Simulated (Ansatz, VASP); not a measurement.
# Two plane-wave programs on Cu

```
Cu
1.0
    -1.41051    1.41051    1.41051
     1.41051   -1.41051    1.41051
     1.41051    1.41051   -1.41051
Cu
1
Direct
  0.00000 0.00000 0.00000
```

Alike in both runs: task single point; functional BLYP; k mesh 17 × 17 × 17; occupations fermi-dirac, width 0.1 eV; no spin polarisation.

|  | VASP | Ansatz |
| --- | --- | --- |
| version | VASP 6.6.1 | Ansatz 0.2.0 |
| potentials or method | VASP PAW PBE potentials, release 64 (Cu), cutoff 520 eV | plane waves (420 eV) with PAW, scalar-relativistic |
| valence electrons in the cell | 11 | 19 |

|  | VASP | Ansatz | Ansatz less VASP |
| --- | --- | --- | --- |
| pressure (GPa) | 20.7 | 20.0 | -0.71 |

VASP's potentials were made for PBE, not for BLYP. VASP's potentials hold 11 valence electrons a cell and Ansatz's 19, so a difference there can come from the potentials and not from the codes.
